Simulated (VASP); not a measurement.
Here is a VASP 6.6.1 calculation.

File INCAR:

```
  PREC = Accurate
  ENCUT = 520
  EDIFF = 1E-6
  ISMEAR = 0
  SIGMA = 0.1
  LREAL = False
  LASPH = True
  NELM = 100
  ALGO = Normal
  ISIF = 2
  LWAVE = False
  LCHARG = False
  GGA = PE
  NBANDS = 18
```

The input KPOINTS:

```
Automatic mesh
0
Gamma
  6 6 4
```

File POSCAR:

```
LiSi2C2
1.0
    2.9203300000     -2.0546970600      0.0000000000
    2.9203300000      2.0546970600      0.0000000000
    0.0000000000      0.0000000000      4.1093941300
Li Si C
1 2 2
Direct
    0.8582508400      0.8582508400      0.5297740000
    0.5000000000      0.5000000000      0.2797740000
    0.5000000000      0.5000000000      0.7202260000
    0.1839420200      0.8160579800      0.0000000000
    0.8160579800      0.1839420200      0.0000000000
```

Potentials or basis: VASP PAW PBE potentials, release 64 (Li_sv, Si, C).

Launch:

```bash
$ cat potpaw_PBE.64/Li_sv/POTCAR potpaw_PBE.64/Si/POTCAR potpaw_PBE.64/C/POTCAR > POTCAR
$ mpirun -np 1 vasp_std > vasp.out
```

What does it give for the largest force?

8.255 eV/Å.

Forces in eV/Å, atoms in the order of the input:
```
Li   1.385  0.000 -0.181
Si  -0.482  0.000 -8.034
Si  -0.795  0.000  8.217
C   -0.054  6.190 -0.001
C   -0.054 -6.190 -0.001
```

Caveat: the k points lie up to 0.38 Å⁻¹ apart; forces of over 1 eV/Å act on the atoms, so gaps and moduli don't describe the material at rest.
